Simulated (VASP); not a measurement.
# Be2CdO3 (Cmc2_1) in VASP: relaxation of shape and atoms at fixed volume with PBE

Aim: the relaxation of shape and atoms at fixed volume of Be2CdO3 with PBE.

Everything below comes from runs of VASP 6.6.1. Logs are shortened: lines on timing, memory, paths and dates and some standing lists are left out, and cuts for length are marked.

### Step 1. The cell of the first run

It takes space group Cmc2_1 (No. 36, orthorhombic). The conventional cell has a = 9.002 Å, b = 5.137 Å, c = 4.679 Å, α = 90.00°, β = 90.00°, γ = 90.00°. Within 2.2 Å of Be (site symmetry 1) lie 4 O at 1.64 to 1.70 Å. Within 2.9 Å of Cd (site symmetry m) lie 6 O at 2.21 to 2.87 Å and 6 Be at 2.89 to 2.90 Å. O (site symmetry 1) has 3 Be at 1.64 to 1.66 Å and 1 Cd at 2.21 Å within 2.3 Å. Within 2.3 Å of O (site symmetry m) lie 2 Be at 1.70 Å and 2 Cd at 2.24 to 2.27 Å.

### Step 2. Relaxation of shape and atoms at fixed volume, PBE (9.02 Å³/atom)

The input, INCAR:

```
SYSTEM = Be2CdO3
PREC = Accurate
ENCUT = 600
EDIFF = 1E-7
ISMEAR = 0
SIGMA = 0.02
LREAL = .FALSE.
LASPH = .TRUE.
NELM = 120
ALGO = Normal
ISIF = 4
LWAVE = .FALSE.
LCHARG = .FALSE.
GGA = PE
IBRION = 2
NSW = 50
EDIFFG = -0.01
GGA_COMPAT = .FALSE.
NELMIN = 4
```

The input, KPOINTS:

```
regular mesh
0
G
  6 6 6
  0 0 0
```

The input, POSCAR:

```
Be2CdO3
1.0
    4.5009829425     -2.5687075153      0.0000000000
    4.5009829425      2.5687075153      0.0000000000
    0.0000000000      0.0000000000      4.6794186437
Be Cd O
4 2 6
Direct
    0.4747519816      0.1655757361      0.4964278606
    0.1655757361      0.4747519816      0.9964278606
    0.5252480184      0.8344242639      0.9964278606
    0.8344242639      0.5252480184      0.4964278606
    0.1888049640      0.8111950360      0.5129552536
    0.8111950360      0.1888049640      0.0129552536
    0.1592032673      0.4191277310      0.6474148156
    0.5808722690      0.8407967327      0.6474148156
    0.7469130650      0.2530869350      0.5396593943
    0.4191277310      0.1592032673      0.1474148156
    0.8407967327      0.5808722690      0.1474148156
    0.2530869350      0.7469130650      0.0396593943
```

Potentials or basis: VASP PAW PBE potentials, release 64 (Be, Cd, O).

Command:

```
cat potpaw_PBE.64/Be/POTCAR potpaw_PBE.64/Cd/POTCAR potpaw_PBE.64/O/POTCAR > POTCAR
mpirun -np 1 vasp_std > vasp.out
```

OUTCAR:

```text
SYSTEM = Be2CdO3
   PREC = Accurate
   ENCUT = 600
   EDIFF = 1E-7
   ISMEAR = 0
   LREAL = .FALSE.
   LASPH = .TRUE.
   NELM = 120
   ISIF = 4
   GGA = PE
   IBRION = 2
   NSW = 50
   EDIFFG = -0.01
   NELMIN = 4

 ion  position               nearest neighbor table
   1  0.475  0.166  0.496-   8 1.64   7 1.65  10 1.66   9 1.70   5 2.89   5 2.89   6 2.90   6 3.02

   2  0.166  0.475  0.996-  11 1.64  10 1.65   7 1.66  12 1.70   6 2.89   6 2.89   5 2.90   5 3.02

   3  0.525  0.834  0.996-  10 1.64  11 1.65   8 1.66  12 1.70   6 2.89   6 2.89   5 2.90   5 3.02

   4  0.834  0.525  0.496-   7 1.64   8 1.65  11 1.66   9 1.70   5 2.89   5 2.89   6 2.90   6 3.02

   5  0.189  0.811  0.513-   7 2.21   8 2.21  12 2.24   9 2.27  12 2.49   9 2.87   1 2.89   4 2.89
                             4 2.89   1 2.89   2 2.90   3 2.90   3 3.02   2 3.02   6 3.04   6 3.04
   6  0.811  0.189  0.013-  10 2.21  11 2.21   9 2.24  12 2.27   9 2.49  12 2.87   3 2.89   2 2.89
                             3 2.89   2 2.89   1 2.90   4 2.90   1 3.02   4 3.02   5 3.04   5 3.04
   7  0.159  0.419  0.647-   4 1.64   1 1.65   2 1.66   5 2.21
   8  0.581  0.841  0.647-   1 1.64   4 1.65   3 1.66   5 2.21
   9  0.747  0.253  0.540-   1 1.70   4 1.70   6 2.24   5 2.27   6 2.49   5 2.87
  10  0.419  0.159  0.147-   3 1.64   2 1.65   1 1.66   6 2.21
  11  0.841  0.581  0.147-   2 1.64   3 1.65   4 1.66   6 2.21
  12  0.253  0.747  0.040-   2 1.70   3 1.70   5 2.24   6 2.27   5 2.49   6 2.87

  LATTYP: Found a base centered orthorhombic cell.
 ALAT       =     5.1374150306
 B/A-ratio  =     1.7522364519
 C/A-ratio  =     0.9108508103

  Lattice vectors:

 A1 = (  -4.5009829425,  -2.5687075153,   0.0000000000)
 A2 = (   4.5009829425,  -2.5687075153,   0.0000000000)
 A3 = (   0.0000000000,   0.0000000000,   4.6794186437)

Analysis of symmetry for initial positions (statically):
=====================================================================
 Subroutine PRICEL returns:
 Original cell was already a primitive cell.

 Routine SETGRP: Setting up the symmetry group for a
 base centered orthorhombic supercell.

 Subroutine GETGRP returns: Found  4 space group operations
 (whereof  2 operations were pure point group operations)
 out of a pool of  8 trial point group operations.

The static configuration has the point symmetry C_1h.
 The point group associated with its full space group is C_2v.

Analysis of symmetry for dynamics (positions and initial velocities):
=====================================================================
 Subroutine PRICEL returns:
 Original cell was already a primitive cell.

[... 140 lines left out ...]
   NUPDOWN=      -1.0000    fix difference up-down
   EMIN   =  10.00;   EMAX   =-10.00  energy-range for DOS
   EFERMI =   0.00;   METHOD = LEGACY
   ISMEAR =     0;   SIGMA  =   0.02  broadening in eV -4-tet -1-fermi 0-gaus
   EFERMI_NEDOS =   21; number of points for ismear=-14 and -15
   IALGO  =     38    algorithm
   IMIX   =      4    mixing-type and parameters
     AMIX     =   0.40;   BMIX     =  1.00
     AMIX_MAG =   1.60;   BMIX_MAG =  1.00
  volume/ion in A,a.u.               =       9.02        60.85
  Fermi-wavevector in a.u.,A,eV,Ry     =   1.402264  2.649895 26.753744  1.966345
  Thomas-Fermi vector in A             =   2.525043
   LORBIT       =      0    0 simple, 1 ext, 2 COOP (PROOUT), +10 PAW based schemes
   GGA     = PE    functional components
   LHFCALC =     F    Hartree Fock is set to
   AEXX    =    0.0000 exact exchange contribution
   IVDW    =     0    specifies the selected vdW correction
   LEPSILON=     F    determine dielectric tensor
   LRPA    =     F    only Hartree local field effects (RPA)
 conjugate gradient relaxation of ions
 non-spin polarized calculation
 Gauss-broadening in eV      SIGMA  =   0.02
  energy-cutoff  :      600.00
  volume of cell :      108.20
 maximum number of plane-waves:      3642
 NGX is ok and might be reduce to    42
   NGX = 21   NGY = 21   NGZ = 19

--------------------------------------- Ionic step        1  -------------------------------------------

 number of electron      68.0000013 magnetization

 Free energy of the ion-electron system (eV)
  ---------------------------------------------------
  ext. energy  EPLUGINS =         0.00000000
  ---------------------------------------------------
  free energy    TOTEN  =       -71.64958352 eV

  energy without entropy =      -71.64958352  energy(sigma->0) =      -71.64958352

------------------------ aborting loop because EDIFF is reached ----------------------------------------

  FORCE on cell =-STRESS in cart. coord.  units (eV):
  Direction    XX          YY          ZZ          XY          YZ          ZX
  --------------------------------------------------------------------------------------
  -------------------------------------------------------------------------------------
  Total        4.1514863      4.0606603      4.3209800      0.0000000      0.0000000      0.0000000
  in kB       61.4709993     60.1261390     63.9806898      0.0000000      0.0000000      0.0000000
  external PRESSURE =      61.8592760 kB  Pullay stress =       0.0000000 kB
[... 217 lines left out ...]
--------------------------------------- Ionic step        6  -------------------------------------------

 number of electron      68.0000016 magnetization

 Free energy of the ion-electron system (eV)
  ---------------------------------------------------
  ext. energy  EPLUGINS =         0.00000000
  ---------------------------------------------------
  free energy    TOTEN  =       -71.65798251 eV

  energy without entropy =      -71.65798251  energy(sigma->0) =      -71.65798251

 E-fermi :   2.9511     XC(G=0): -11.4007

 val. band max:        2.8335427097   @ k =   0.1667   0.1667   0.5000
 cond. band min:       4.8350459003   @ k =   0.0000   0.0000   0.0000
 fundamental gap:      2.0015031905
 Fermi energy:         2.9511173898

 k-point     1 :       0.0000    0.0000    0.0000
  band No.  band energies     occupation
      1     -15.4945      2.00000
      2     -14.1832      2.00000
      3     -13.9479      2.00000
      4     -13.8942      2.00000
      5     -13.8841      2.00000
      6     -13.8483      2.00000
[... 1045 lines left out ...]
     40      12.3674      0.00000
     41      13.4649      0.00000

 [... further k-points ...]

------------------------ aborting loop because EDIFF is reached ----------------------------------------

  FORCE on cell =-STRESS in cart. coord.  units (eV):
  Direction    XX          YY          ZZ          XY          YZ          ZX
  --------------------------------------------------------------------------------------
  -------------------------------------------------------------------------------------
  Total        3.8778989      3.8711382      3.8404264      0.0000000      0.0000000      0.0000000
  in kB       57.4199947     57.3198886     56.8651390      0.0000000      0.0000000      0.0000000
  external PRESSURE =      57.2016741 kB  Pullay stress =       0.0000000 kB
[... 27 lines left out ...]
  FREE ENERGIE OF THE ION-ELECTRON SYSTEM (eV)
  ---------------------------------------------------
  free  energy   TOTEN  =       -71.6579825071 eV

  energy  without entropy=      -71.6579825071  energy(sigma->0) =      -71.65798251

 reached required accuracy - stopping structural energy minimisation
```

OSZICAR:

```text
N       E                     dE             d eps       ncg     rms          rms(c)
DAV:   1     0.587159595659E+03    0.58716E+03   -0.40184E+04  4264   0.185E+03
DAV:   2    -0.350281357760E+02   -0.62219E+03   -0.60247E+03  4784   0.452E+02
DAV:   3    -0.817183429871E+02   -0.46690E+02   -0.46396E+02  5182   0.140E+02
DAV:   4    -0.824567160316E+02   -0.73837E+00   -0.73714E+00  5047   0.198E+01
[... 54 lines left out ...]
DAV:   2    -0.716579988138E+02   -0.14791E-04   -0.50458E-04  5106   0.136E-01    0.277E-02
DAV:   3    -0.716579850059E+02    0.13808E-04   -0.19713E-05  5069   0.364E-02    0.118E-02
DAV:   4    -0.716579825522E+02    0.24537E-05   -0.61685E-06  5033   0.176E-02    0.436E-03
DAV:   5    -0.716579825290E+02    0.23187E-07   -0.15415E-06  4740   0.796E-03    0.260E-03
DAV:   6    -0.716579825071E+02    0.21857E-07   -0.13377E-07  2484   0.339E-03
   6 F= -.71657983E+02 E0= -.71657983E+02  d E =-.153674E-03
```

CONTCAR:

```text
Be2CdO3
   1.00000000000000
     4.4919619850719803   -2.5704671145467981    0.0000000000000000
     4.4919619850719803    2.5704671145467981    0.0000000000000000
     0.0000000000000000    0.0000000000000000    4.6856063564436496
  Be              Cd              O
     4     2     6
Direct
     0.4744981535217236    0.1656114916420691    0.4965162378392644
     0.1656114916420691    0.4744981535217236    0.9965162378392645
     0.5255018464782765    0.8343885083579310    0.9965162378392645
     0.8343885083579310    0.5255018464782765    0.4965162378392644
     0.1880258731592974    0.8119741268407026    0.5118512659518756
     0.8119741268407026    0.1880258731592974    0.0118512659518756
     0.1590657961079139    0.4160056454682889    0.6488638111857445
     0.5839943545317111    0.8409342038920860    0.6488638111857445
     0.7441037537284535    0.2558962462715466    0.5376886362981113
     0.4160056454682889    0.1590657961079139    0.1488638111857445
     0.8409342038920860    0.5839943545317111    0.1488638111857445
     0.2558962462715466    0.7441037537284535    0.0376886362981112

  0.00000000E+00  0.00000000E+00  0.00000000E+00
  0.00000000E+00  0.00000000E+00  0.00000000E+00
  0.00000000E+00  0.00000000E+00  0.00000000E+00
  0.00000000E+00  0.00000000E+00  0.00000000E+00
  0.00000000E+00  0.00000000E+00  0.00000000E+00
  0.00000000E+00  0.00000000E+00  0.00000000E+00
  0.00000000E+00  0.00000000E+00  0.00000000E+00
  0.00000000E+00  0.00000000E+00  0.00000000E+00
  0.00000000E+00  0.00000000E+00  0.00000000E+00
  0.00000000E+00  0.00000000E+00  0.00000000E+00
  0.00000000E+00  0.00000000E+00  0.00000000E+00
  0.00000000E+00  0.00000000E+00  0.00000000E+00
```

It took 8.2 min on 1 thread of AMD EPYC 9R45 (Zen 5), shared host; peak memory 0.39 GiB.

Results:

- Free energy: -71.6580 eV
- Energy gained by relaxing: 0.7 meV/atom
- Ionic steps: 6
- Pressure after relaxing: 5.7 GPa
- Largest force after relaxing: 0.008 eV/Å
- Band gap on the k mesh: 2.00 eV (least direct gap 2.46 eV)

Forces in eV/Å, atoms in the order of the input:
```
Be  -0.001  0.005  0.003
Be  -0.001 -0.005  0.003
Be   0.001 -0.005  0.003
Be   0.001  0.005  0.003
Cd   0.000 -0.001 -0.007
Cd   0.000  0.001 -0.007
O   -0.002  0.003  0.002
O    0.002  0.003  0.002
O    0.000 -0.005 -0.004
O   -0.002 -0.003  0.002
O    0.002 -0.003  0.002
O    0.000  0.005 -0.004
```

Step by step:
```csv
step,energy change (eV),largest force (eV/Å),pressure (GPa),volume (Å³)
1,0.0000,0.1642,6.19,108.20
2,-0.0055,0.0926,5.97,108.20
3,-0.0069,0.0625,5.80,108.20
4,-0.0082,0.0235,5.72,108.20
5,-0.0082,0.0225,5.72,108.20
6,-0.0084,0.0075,5.72,108.20
```

Final structure:
```
Be Cd O
1.0
     4.49196   -2.57047    0.00000
     4.49196    2.57047    0.00000
     0.00000    0.00000    4.68561
Be Cd O
4 2 6
Direct
  0.47450 0.16561 0.49652
  0.16561 0.47450 0.99652
  0.52550 0.83439 0.99652
  0.83439 0.52550 0.49652
  0.18803 0.81197 0.51185
  0.81197 0.18803 0.01185
  0.15907 0.41601 0.64886
  0.58399 0.84093 0.64886
  0.74410 0.25590 0.53769
  0.41601 0.15907 0.14886
  0.84093 0.58399 0.14886
  0.25590 0.74410 0.03769
```

A k mesh can miss the band edges.
